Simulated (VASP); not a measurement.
# K2RbCl6 (Fm-3m) in VASP: single point with r2SCAN

Aim: the single point of K2RbCl6 with r2SCAN.

Program: VASP 6.6.1. These are calculated values, not measurements. Logs are shortened: lines on timing, memory, paths and dates and some standing lists are left out, and cuts for length are marked.

## (1) The cell of the first run

Symmetry: Fm-3m, No. 225, cubic system. Conventional cell: a = 10.408 Å, b = 10.408 Å, c = 10.408 Å, α = 90.00°, β = 90.00°, γ = 90.00°. Rb (site symmetry m-3m) has 6 Cl at 2.50 Å within 3.3 Å. Within 3.3 Å of Cl (site symmetry 4mm) lie 1 Rb at 2.50 Å. Within 4.8 Å of K (site symmetry -43m) lie 12 Cl at 3.68 Å and 4 Rb at 4.51 Å.

## (2) Single point, r2SCAN

POSCAR

```
K2RbCl6
1.0
    0.0000000000      5.2039340000      5.2039340000
    5.2039340000      0.0000000000      5.2039340000
    5.2039340000      5.2039340000      0.0000000000
Rb Cl K
1 6 2
Direct
    0.0000000000      0.0000000000      0.0000000000
    0.7601000000      0.2399000000      0.7601000000
    0.7601000000      0.2399000000      0.2399000000
    0.2399000000      0.7601000000      0.2399000000
    0.2399000000      0.7601000000      0.7601000000
    0.7601000000      0.7601000000      0.2399000000
    0.2399000000      0.2399000000      0.7601000000
    0.7500000000      0.7500000000      0.7500000000
    0.2500000000      0.2500000000      0.2500000000
```

INCAR.step1

```
PREC = Accurate ; ENCUT = 520
ISMEAR = 0 ; SIGMA = 0.0291
LREAL = False ; LASPH = True
NELM = 80 ; NBANDS = 44
GGA = PE ; ALGO = Normal
EDIFF = 1E-4 ; LWAVE = True
LCHARG = False
```

INCAR.step2

```
PREC = Accurate ; ENCUT = 520
EDIFF = 1E-7 ; ISMEAR = 0
SIGMA = 0.0291 ; LREAL = False
LASPH = True ; NELM = 80
ALGO = Normal ; ISIF = 2
LWAVE = False ; LCHARG = False
METAGGA = R2SCAN ; LMIXTAU = True
NBANDS = 44 ; ISTART = 1
```

KPOINTS

```
regular mesh
0
Gamma
  6 6 6
```

Potentials or basis: VASP PAW PBE potentials, release 64 (Rb_sv, Cl, K_sv).

Launch:

```sh
cat potpaw_PBE.64/Rb_sv/POTCAR potpaw_PBE.64/Cl/POTCAR potpaw_PBE.64/K_sv/POTCAR > POTCAR
cp INCAR.step1 INCAR
mpirun -np 1 vasp_std > vasp.out
cp INCAR.step2 INCAR
mpirun -np 1 vasp_std > vasp.out
```

OUTCAR:

```text
PREC = Accurate
   ENCUT = 520
   EDIFF = 1E-7
   ISMEAR = 0
   LREAL = False
   LASPH = True
   NELM = 80
   ISIF = 2
   METAGGA = R2SCAN
   ISTART = 1

 ion  position               nearest neighbor table
   1  0.000  0.000  0.000-   2 2.50   3 2.50   4 2.50   5 2.50   6 2.50   7 2.50   8 4.51   8 4.51
                             8 4.51   8 4.51   9 4.51   9 4.51   9 4.51   9 4.51
   2  0.760  0.240  0.760-   1 2.50
   3  0.760  0.240  0.240-   1 2.50
   4  0.240  0.760  0.240-   1 2.50
   5  0.240  0.760  0.760-   1 2.50
   6  0.760  0.760  0.240-   1 2.50
   7  0.240  0.240  0.760-   1 2.50
   8  0.750  0.750  0.750-   1 4.51   1 4.51   1 4.51   1 4.51
   9  0.250  0.250  0.250-   1 4.51   1 4.51   1 4.51   1 4.51

  LATTYP: Found a face centered cubic cell.
 ALAT       =    10.4078680000

  Lattice vectors:

 A1 = (   0.0000000000,   5.2039340000,   5.2039340000)
 A2 = (   5.2039340000,   0.0000000000,   5.2039340000)
 A3 = (   5.2039340000,   5.2039340000,   0.0000000000)

Analysis of symmetry for initial positions (statically):
=====================================================================
 Subroutine PRICEL returns:
 Original cell was already a primitive cell.

 Routine SETGRP: Setting up the symmetry group for a
 face centered cubic supercell.

 Subroutine GETGRP returns: Found 48 space group operations
 (whereof 48 operations were pure point group operations)
 out of a pool of 48 trial point group operations.

The static configuration has the point symmetry O_h .

Analysis of symmetry for dynamics (positions and initial velocities):
=====================================================================
 Subroutine PRICEL returns:
 Original cell was already a primitive cell.

 Routine SETGRP: Setting up the symmetry group for a
 face centered cubic supercell.

 Subroutine GETGRP returns: Found 48 space group operations
 (whereof 48 operations were pure point group operations)
 out of a pool of 48 trial point group operations.

The dynamic configuration has the point symmetry O_h .

 Subroutine INISYM returns: Found 48 space group operations
 (whereof 48 operations are pure point group operations),
[... 101 lines left out ...]
   EDIFF  = 0.1E-06   stopping-criterion for ELM
   LREAL  =      F    real-space projection
   EDIFFG = 0.1E-05   stopping-criterion for IOM
   NSW    =      0    number of steps for IOM
   IBRION =     -1    ionic relax: 0-MD 1-quasi-New 2-CG
   NFREE  =      0    steps in history (QN), initial steepest desc. (CG)
   ISIF   =      2    stress and relaxation
   ISYM   =      2    0-nonsym 1-usesym 2-fastsym
   POTIM  = 0.5000    time-step for ionic-motion
   TEBEG  =    0.0;   TEEND  =   0.0 temperature during run
   PSTRESS=    0.0 pullay stress
   NELECT =      69.0000    total number of electrons
   NUPDOWN=      -1.0000    fix difference up-down
   EMIN   =  10.00;   EMAX   =-10.00  energy-range for DOS
   EFERMI =   0.00;   METHOD = LEGACY
   ISMEAR =     0;   SIGMA  =   0.03  broadening in eV -4-tet -1-fermi 0-gaus
   EFERMI_NEDOS =   21; number of points for ismear=-14 and -15
   IALGO  =     38    algorithm
   IMIX   =      4    mixing-type and parameters
     AMIX     =   0.40;   BMIX     =  1.00
     AMIX_MAG =   1.60;   BMIX_MAG =  1.00
  volume/ion in A,a.u.               =      31.32       211.34
  Fermi-wavevector in a.u.,A,eV,Ry     =   1.024117  1.935300 14.269992  1.048815
  Thomas-Fermi vector in A             =   2.157887
   LORBIT       =      0    0 simple, 1 ext, 2 COOP (PROOUT), +10 PAW based schemes
   METAGGA = R2SCAN    functional components
   LHFCALC =     F    Hartree Fock is set to
   AEXX    =    0.0000 exact exchange contribution
   IVDW    =     0    specifies the selected vdW correction
   LEPSILON=     F    determine dielectric tensor
   LRPA    =     F    only Hartree local field effects (RPA)
 non-spin polarized calculation
 Gauss-broadening in eV      SIGMA  =   0.03
  energy-cutoff  :      520.00
  volume of cell :      281.85
 maximum number of plane-waves:      7640
   NGX = 27   NGY = 27   NGZ = 27

 number of electron      68.9999997 magnetization

 Free energy of the ion-electron system (eV)
  ---------------------------------------------------
  ext. energy  EPLUGINS =         0.00000000
  ---------------------------------------------------
  free energy    TOTEN  =       -68.25082025 eV

  energy without entropy =      -68.24184801  energy(sigma->0) =      -68.24633413

 E-fermi :  -1.5395     XC(G=0):  -7.9676

 val. band max:       -1.5420410666   @ k =   0.5000   0.3333   0.0000
 cond. band min:      -1.5311100260   @ k =  -0.3333   0.3333   0.1667
 fundamental gap:      0.0109310406
 Fermi energy:        -1.5394901388

 k-point     1 :       0.0000    0.0000    0.0000
  band No.  band energies     occupation
      1     -31.0203      2.00000
      2     -31.0194      2.00000
      3     -26.9252      2.00000
      4     -15.7576      2.00000
      5     -15.7576      2.00000
      6     -15.7576      2.00000
[... 741 lines left out ...]
     43       7.7218      0.00000
     44       7.7401      0.00000

------------------------ aborting loop because EDIFF is reached ----------------------------------------

  FORCE on cell =-STRESS in cart. coord.  units (eV):
  Direction    XX          YY          ZZ          XY          YZ          ZX
  --------------------------------------------------------------------------------------
  -------------------------------------------------------------------------------------
  Total        8.0114432      8.0114432      8.0114432     -0.0000000     -0.0000000      0.0000000
  in kB       45.5403123     45.5403123     45.5403123     -0.0000000     -0.0000000      0.0000000
  external PRESSURE =      45.5403123 kB  Pullay stress =       0.0000000 kB

 VOLUME and BASIS-vectors are now :
 -----------------------------------------------------------------------------
  energy-cutoff  :      520.00
  volume of cell :      281.85
      direct lattice vectors                 reciprocal lattice vectors
     0.000000000  5.203934000  5.203934000    -0.096081157  0.096081157  0.096081157
     5.203934000  0.000000000  5.203934000     0.096081157 -0.096081157  0.096081157
     5.203934000  5.203934000  0.000000000     0.096081157  0.096081157 -0.096081157

 POSITION                                       TOTAL-FORCE (eV/Angst)
 -----------------------------------------------------------------------------------
      0.00000      0.00000      0.00000         0.000000      0.000000     -0.000000
      5.20393      7.91102      5.20393         0.000000     -2.416448     -0.000000
      2.49685      5.20393      5.20393         2.416448      0.000000     -0.000000
      5.20393      2.49685      5.20393         0.000000      2.416448     -0.000000
      7.91102      5.20393      5.20393        -2.416448      0.000000     -0.000000
      5.20393      5.20393      7.91102         0.000000      0.000000     -2.416448
      5.20393      5.20393      2.49685         0.000000      0.000000      2.416448
      7.80590      7.80590      7.80590        -0.000000      0.000000     -0.000000
      2.60197      2.60197      2.60197         0.000000      0.000000     -0.000000
 -----------------------------------------------------------------------------------
    total drift:                               -0.000000     -0.000000     -0.000000

  FREE ENERGIE OF THE ION-ELECTRON SYSTEM (eV)
  ---------------------------------------------------
  free  energy   TOTEN  =       -68.2508202463 eV

  energy  without entropy=      -68.2418480115  energy(sigma->0) =      -68.24633413
```

Wall time 15 min (1 thread of AMD EPYC 7R13 (Zen 3), shared host); peak memory 0.52 GiB.

Results:

| Property | Result |
| --- | --- |
| Free energy | -68.2508 eV |
| Pressure | 4.6 GPa |
| Largest force | 2.416 eV/Å |
| Band gap on the k mesh | zero (an odd number of electrons rules out a gap without spin polarisation) |

Forces in eV/Å, atoms in the order of the input:
```
Rb   0.000  0.000  0.000
Cl   0.000 -2.416  0.000
Cl   2.416  0.000  0.000
Cl   0.000  2.416  0.000
Cl  -2.416  0.000  0.000
Cl   0.000  0.000 -2.416
Cl   0.000  0.000  2.416
K    0.000  0.000  0.000
K    0.000  0.000  0.000
```

Caveat: the cell stands under pressure; the PAW data sets were made with another functional, which shifts forces and pressure a little; an odd number of electrons without spin polarisation forces a metal; a magnetic or distorted state may lie lower.
